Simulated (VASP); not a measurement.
# Ta3AlSn2Bi2O16 (P1) in VASP: notebook

The runs below take Ta3AlSn2Bi2O16 through single point, with PBE.

Program: VASP 6.6.1. These are calculated values, not measurements. Logs are shortened: lines on timing, memory, paths and dates and some standing lists are left out, and cuts for length are marked.

## 1. The cell of the first run

The typed cell holds 24 atoms: a = 7.158 Å, b = 7.506 Å, c = 7.354 Å, α = 61.11°, β = 59.66°, γ = 60.39°.

## 2. Single point, PBE

File INCAR:

```
PREC = Accurate
ENCUT = 520
EDIFF = 1E-7
ISMEAR = 0
SIGMA = 0.1
LREAL = Auto
LASPH = True
NELM = 100
ALGO = Normal
ISIF = 2
LWAVE = False
LCHARG = False
GGA = PE
NBANDS = 113
ISYM = 0
```

File KPOINTS:

```
Automatic mesh
0
Gamma
  2 2 2
  0.5 0.5 0.5
```

File POSCAR:

```
Ta3AlSn2Bi2O16
1.0
   -5.0585761235      5.0640200078      0.0922214324
   -5.2995404833     -0.1487429274      5.3129497360
    0.0400007356      5.1962421758      5.2042075442
O Al Sn Ta Bi
16 1 2 3 2
Direct
    0.7943528930      0.9423522209      0.4202075273
    0.3588916421      0.8210495777      0.5118651724
    0.8361206921      0.3237362569      0.3197555141
    0.9070552203      0.8302018303      0.8333506828
    0.3927718509      0.3154424615      0.4613771195
    0.4249335565      0.8985813295      0.8025473844
    0.9198761694      0.4012268768      0.8515584398
    0.3163879241      0.4341894122      0.8413284911
    0.5931014136      0.6658160010      0.1624900052
    0.0755355654      0.6065238292      0.1920996348
    0.5726469710      0.0998055574      0.1541649570
    0.7123058847      0.5393173204      0.5858576058
    0.1803297855      0.0541538866      0.1670741731
    0.1595769571      0.6668478241      0.4921972488
    0.6722758448      0.1761602663      0.6773579972
    0.1157287617      0.1738746897      0.5405583464
    0.4677436992      0.0199884143      0.4867449871
    0.5181746480     -0.0076951032     -0.0245439395
   -0.0242796239      0.5136989336      0.0223509418
    0.0025963085     -0.0027654085      0.4995276614
    0.0412037798      0.4717484625      0.5127784991
    0.5019383675      0.5004177627      0.4995658836
    0.9618519784      0.9993397794      0.0568214583
    0.5020223236      0.5345763134      0.9464746052
```

Potentials or basis: VASP PAW PBE potentials, release 64 (O, Al, Sn_d, Ta_pv, Bi_d).

Run with:

```
$ cat potpaw_PBE.64/O/POTCAR potpaw_PBE.64/Al/POTCAR potpaw_PBE.64/Sn_d/POTCAR potpaw_PBE.64/Ta_pv/POTCAR potpaw_PBE.64/Bi_d/POTCAR > POTCAR
$ mpirun -np 1 vasp_std > vasp.out
```

OUTCAR:

```text
PREC = Accurate
   ENCUT = 520
   EDIFF = 1E-7
   ISMEAR = 0
   LREAL = Auto
   LASPH = True
   NELM = 100
   ISIF = 2
   GGA = PE
   ISYM = 0

 ion  position               nearest neighbor table
   1  0.794  0.942  0.420-  17 1.95  20 2.11  23 2.22
   2  0.359  0.821  0.512-  17 1.90  22 2.13  20 2.25
   3  0.836  0.324  0.320-  19 2.00  22 2.14  20 2.18
   4  0.907  0.830  0.833-  19 2.04  20 2.06  18 2.29  23 2.76
   5  0.393  0.315  0.461-  17 1.94  22 2.07  21 2.10
   6  0.425  0.899  0.803-  17 1.96  18 2.18  24 2.28  23 2.77
   7  0.920  0.401  0.852-  21 2.06  19 2.08  24 2.46  23 2.58
   8  0.316  0.434  0.841-  19 2.03  22 2.10  24 2.35  18 2.76
   9  0.593  0.666  0.162-  22 2.07  18 2.09  19 2.25  24 2.67
  10  0.076  0.607  0.192-  21 2.00  19 2.19  23 2.44  24 2.57
  11  0.573  0.100  0.154-  17 2.02  18 2.09  23 2.30  24 2.75
  12  0.712  0.539  0.586-  21 1.97  22 2.08  24 2.29
  13  0.180  0.054  0.167-  18 2.03  20 2.04  23 2.35
  14  0.160  0.667  0.492-  21 1.94  22 2.15  20 2.17
  15  0.672  0.176  0.677-  18 2.02  20 2.13  22 2.17
  16  0.116  0.174  0.541-  21 1.95  20 2.05  17 2.10
  17  0.468  0.020  0.487-   2 1.90   5 1.94   1 1.95   6 1.96  11 2.02  16 2.10  21 3.27  23 3.34
                            20 3.37  24 3.58
  18  0.518  0.992  0.975-  15 2.02  13 2.03   9 2.09  11 2.09   6 2.18   4 2.29   8 2.76  20 3.47
                            19 3.47  23 3.54  24 3.60  23 3.69
  19  0.976  0.514  0.022-   3 2.00   8 2.03   4 2.04   7 2.08  10 2.19   9 2.25  22 3.44  18 3.47
                            24 3.59  24 3.62  23 3.72  23 3.79
  20  0.003  0.997  0.500-  13 2.04  16 2.05   4 2.06   1 2.11  15 2.13  14 2.17   3 2.18   2 2.25
                            17 3.37  23 3.40  18 3.47
  21  0.041  0.472  0.513-  14 1.94  16 1.95  12 1.97  10 2.00   7 2.06   5 2.10  17 3.27  22 3.36
                            24 3.54  23 3.76
  22  0.502  0.500  0.500-   5 2.07   9 2.07  12 2.08   8 2.10   2 2.13   3 2.14  14 2.15  15 2.17
                            21 3.36  24 3.42  19 3.44
  23  0.962  0.999  0.057-   1 2.22  11 2.30  13 2.35  10 2.44   7 2.58   4 2.76   6 2.77  17 3.34
                            20 3.40  18 3.54  18 3.69  19 3.72  24 3.74  24 3.76  21 3.76  19 3.79
  24  0.502  0.535  0.946-   6 2.28  12 2.29   8 2.35   7 2.46  10 2.57   9 2.67  11 2.75  22 3.42
                            21 3.54  17 3.58  19 3.59  18 3.60  19 3.62  23 3.74  23 3.76

IMPORTANT INFORMATION: All symmetrisations will be switched off!
NOSYMM: (Re-)initialisation of all symmetry stuff for point group C_1.

----------------------------------------------------------------------------------------

                                     Primitive cell

  volume of cell :     281.7722

  direct lattice vectors                    reciprocal lattice vectors
    -5.058576123  5.064020008  0.092221432    -0.100724851  0.098634396 -0.097709236
    -5.299540483 -0.148742927  5.312949736    -0.091829523 -0.093442750  0.094005553
     0.040000736  5.196242176  5.204207544     0.095533205  0.093647386  0.097913871

  length of vectors
     7.158351474  7.505643789  7.354339465     0.171526484  0.161249040  0.165781640

  position of ions in fractional coordinates (direct lattice)
     0.794352893  0.942352221  0.420207527
     0.358891642  0.821049578  0.511865172
     0.836120692  0.323736257  0.319755514
     0.907055220  0.830201830  0.833350683
     0.392771851  0.315442461  0.461377119
     0.424933557  0.898581329  0.802547384
[... 16 lines left out ...]
     0.961851978  0.999339779  0.056821458
     0.502022324  0.534576313  0.946474605

  ion indices of the primitive-cell ions
   primitive index   ion index
                 1           1
                 2           2
                 3           3
                 4           4
                 5           5
                 6           6
[... 16 lines left out ...]
                23          23
                24          24

----------------------------------------------------------------------------------------

 KPOINTS: Automatic mesh

Automatic generation of k-mesh.
 Grid dimensions read from file:
 generate k-points for:    2    2    2

 Generating k-lattice:

  Cartesian coordinates                     Fractional coordinates (reciprocal lattice)
    -0.050362426  0.049317198 -0.048854618     0.500000000  0.000000000 -0.000000000
    -0.045914761 -0.046721375  0.047002777     0.000000000  0.500000000  0.000000000
     0.047766603  0.046823693  0.048956936     0.000000000  0.000000000  0.500000000

  Length of vectors
     0.085763242  0.080624520  0.082890820

  Shift w.r.t. Gamma in fractional coordinates (k-lattice)
     0.500000000  0.500000000  0.500000000

 Subroutine IBZKPT returns following result:
 ===========================================

 Found      4 irreducible k-points:

 Following reciprocal coordinates:
            Coordinates               Weight
  0.250000  0.250000  0.250000      2.000000
 -0.250000  0.250000  0.250000      2.000000
  0.250000 -0.250000  0.250000      2.000000
 -0.250000 -0.250000  0.250000      2.000000
   k-points           NKPTS =      4   k-points in BZ     NKDIM =      4   number of bands    NBANDS=    113
   number of dos      NEDOS =    301   number of ions     NIONS =     24
   total plane-waves  NPLWV = 169344
   dimension x,y,z NGX =    54 NGY =   56 NGZ =   56
   dimension x,y,z NGXF=   108 NGYF=  112 NGZF=  112
   ions per type =              16   1   2   3   2
   NGX,Y,Z   is equivalent  to a cutoff of  12.54, 12.40, 12.66 a.u.
   NGXF,Y,Z  is equivalent  to a cutoff of  25.08, 24.81, 25.32 a.u.
 SYSTEM =  unknown system
   PREC   = accura    normal or accurate (medium, high low for compatibility)
   ISTART =      0    job   : 0-new  1-cont  2-samecut
   ICHARG =      2    charge: 1-file 2-atom 10-const
   ISPIN  =      1    spin polarized calculation?
   LNONCOLLINEAR =      F non collinear calculations
   LSORBIT =      F    spin-orbit coupling
   LASPH  =      T    aspherical Exc in radial PAW
   ENCUT  =  520.0 eV  38.22 Ry    6.18 a.u.  13.31 13.96 13.67*2*pi/ulx,y,z
   NELM   =    100;   NELMIN=  2; NELMDL= -5     # of ELM steps
   EDIFF  = 0.1E-06   stopping-criterion for ELM
   LREAL  =      T    real-space projection
   EDIFFG = 0.1E-05   stopping-criterion for IOM
   NSW    =      0    number of steps for IOM
   IBRION =     -1    ionic relax: 0-MD 1-quasi-New 2-CG
   NFREE  =      0    steps in history (QN), initial steepest desc. (CG)
   ISIF   =      2    stress and relaxation
   ISYM   =      0    0-nonsym 1-usesym 2-fastsym
   POTIM  = 0.5000    time-step for ionic-motion
   TEBEG  =    0.0;   TEEND  =   0.0 temperature during run
   PSTRESS=    0.0 pullay stress
   NELECT =     190.0000    total number of electrons
   NUPDOWN=      -1.0000    fix difference up-down
   EMIN   =  10.00;   EMAX   =-10.00  energy-range for DOS
   EFERMI =   0.00;   METHOD = LEGACY
   ISMEAR =     0;   SIGMA  =   0.10  broadening in eV -4-tet -1-fermi 0-gaus
   EFERMI_NEDOS =   21; number of points for ismear=-14 and -15
   IALGO  =     38    algorithm
   IMIX   =      4    mixing-type and parameters
     AMIX     =   0.40;   BMIX     =  1.00
     AMIX_MAG =   1.60;   BMIX_MAG =  1.00
  volume/ion in A,a.u.               =      11.74        79.23
  Fermi-wavevector in a.u.,A,eV,Ry     =   1.435578  2.712848 28.040013  2.060883
  Thomas-Fermi vector in A             =   2.554861
   LORBIT       =      0    0 simple, 1 ext, 2 COOP (PROOUT), +10 PAW based schemes
   GGA     = PE    functional components
   LHFCALC =     F    Hartree Fock is set to
   AEXX    =    0.0000 exact exchange contribution
   IVDW    =     0    specifies the selected vdW correction
   LEPSILON=     F    determine dielectric tensor
   LRPA    =     F    only Hartree local field effects (RPA)
 non-spin polarized calculation
 Gauss-broadening in eV      SIGMA  =   0.10
  energy-cutoff  :      520.00
  volume of cell :      281.77
 maximum number of plane-waves:      7600
 NGX is ok and might be reduce to    54
   NGX = 27   NGY = 27   NGZ = 27

 number of electron     189.9999999 magnetization

 Free energy of the ion-electron system (eV)
  ---------------------------------------------------
  ext. energy  EPLUGINS =         0.00000000
  ---------------------------------------------------
  free energy    TOTEN  =      -186.07204757 eV

  energy without entropy =     -186.07204757  energy(sigma->0) =     -186.07204757

 E-fermi :   5.8770     XC(G=0): -11.4339

 val. band max:        5.3627008263   @ k =   0.2500   0.2500   0.2500
 cond. band min:       8.4090948685   @ k =   0.2500  -0.2500   0.2500
 fundamental gap:      3.0463940422
 Fermi energy:         5.8769796333

 k-point     1 :       0.2500    0.2500    0.2500
  band No.  band energies     occupation
      1     -29.3507      2.00000
      2     -29.3356      2.00000
      3     -29.3272      2.00000
      4     -29.2497      2.00000
      5     -29.2265      2.00000
      6     -29.2133      2.00000
[... 99 lines left out ...]
    106      10.5889      0.00000
    107      10.6608      0.00000

 k-point     2 :      -0.2500    0.2500    0.2500
  band No.  band energies     occupation
      1     -29.3498      2.00000
      2     -29.3353      2.00000
      3     -29.3252      2.00000
      4     -29.2491      2.00000
      5     -29.2289      2.00000
      6     -29.2142      2.00000
[... 99 lines left out ...]
    106      10.3894      0.00000
    107      10.5406      0.00000

 k-point     3 :       0.2500   -0.2500    0.2500
  band No.  band energies     occupation
      1     -29.3497      2.00000
      2     -29.3354      2.00000
      3     -29.3252      2.00000
      4     -29.2490      2.00000
      5     -29.2289      2.00000
      6     -29.2141      2.00000
[... 99 lines left out ...]
    106      10.4494      0.00000
    107      10.5871      0.00000

 k-point     4 :      -0.2500   -0.2500    0.2500
  band No.  band energies     occupation
      1     -29.3507      2.00000
      2     -29.3356      2.00000
      3     -29.3273      2.00000
      4     -29.2499      2.00000
      5     -29.2265      2.00000
      6     -29.2133      2.00000
[... 99 lines left out ...]
    106      10.5436      0.00000
    107      10.7135      0.00000
 [bands above 107 left out]

------------------------ aborting loop because EDIFF is reached ----------------------------------------

  FORCE on cell =-STRESS in cart. coord.  units (eV):
  Direction    XX          YY          ZZ          XY          YZ          ZX
  --------------------------------------------------------------------------------------
  -------------------------------------------------------------------------------------
  Total        1.0563364      0.8255203      0.9428495      0.1868702      0.0315948     -0.1860915
  in kB        6.0064059      4.6939687      5.3611115      1.0625576      0.1796503     -1.0581298
  external PRESSURE =       5.3538287 kB  Pullay stress =       0.0000000 kB

 VOLUME and BASIS-vectors are now :
 -----------------------------------------------------------------------------
  energy-cutoff  :      520.00
  volume of cell :      281.77
      direct lattice vectors                 reciprocal lattice vectors
    -5.058576123  5.064020008  0.092221432    -0.100724851  0.098634396 -0.097709236
    -5.299540483 -0.148742927  5.312949736    -0.091829523 -0.093442750  0.094005553
     0.040000736  5.196242176  5.204207544     0.095533205  0.093647386  0.097913871

 POSITION                                       TOTAL-FORCE (eV/Angst)
 -----------------------------------------------------------------------------------
     -8.99552      6.06595      7.26677         0.038314     -0.009209      0.016075
     -6.14619      4.35508      7.05915        -0.020504      0.003760      0.018139
     -5.93244      5.84751      3.46118         0.040956      0.019749      0.004443
     -8.95476      8.80015      8.83140        -0.004658     -0.005453      0.025065
     -3.64011      4.33951      4.11325         0.023054      0.016139     -0.051723
     -6.87952      6.18844      8.98993        -0.005896     -0.027339      0.000883
[... 16 lines left out ...]
    -10.15937      5.01745      5.69386        -0.038771     -0.010658     -0.041620
     -5.33467      7.38085      7.81212         0.017224      0.041326      0.006722
 -----------------------------------------------------------------------------------
    total drift:                               -0.037679      0.007931      0.009499

  FREE ENERGIE OF THE ION-ELECTRON SYSTEM (eV)
  ---------------------------------------------------
  free  energy   TOTEN  =      -186.0720475724 eV

  energy  without entropy=     -186.0720475724  energy(sigma->0) =     -186.07204757
```

Run time: 3.4 min. Hardware: 1 thread of Intel Xeon 6975P-C (Granite Rapids), shared host; peak memory 0.47 GiB.

What came out:

- Free energy: -186.0720 eV
- Pressure: 0.5 GPa
- Largest force: 0.092 eV/Å
- Band gap on the k mesh: 3.05 eV (least direct gap 3.14 eV)

Forces in eV/Å, atoms in the order of the input:
```
O    0.038 -0.009  0.016
O   -0.021  0.004  0.018
O    0.041  0.020  0.004
O   -0.005 -0.005  0.025
O    0.023  0.016 -0.052
O   -0.006 -0.027  0.001
O    0.034  0.008 -0.001
O    0.003  0.018 -0.011
O    0.005 -0.004 -0.015
O   -0.028 -0.029 -0.020
O    0.002  0.020  0.047
O    0.024 -0.037  0.022
O   -0.003 -0.028 -0.005
O   -0.077  0.010  0.049
O   -0.037 -0.017 -0.010
O    0.029  0.048 -0.056
Al  -0.004  0.006  0.016
Sn  -0.005 -0.018 -0.007
Sn  -0.002  0.014  0.003
Ta   0.006  0.002 -0.001
Ta   0.001 -0.035  0.005
Ta   0.003  0.013  0.005
Bi  -0.039 -0.011 -0.042
Bi   0.017  0.041  0.007
```

Stress tensor (GPa, compression positive):
```
 0.60  0.11 -0.11
 0.11  0.47  0.02
-0.11  0.02  0.54
```

Caveat: spin-orbit coupling is left out, which moves the levels of the heavy elements; a shifted mesh leaves out Γ, where band edges can lie. A k mesh can miss the band edges.

(Part 1 of 2 ends here.)
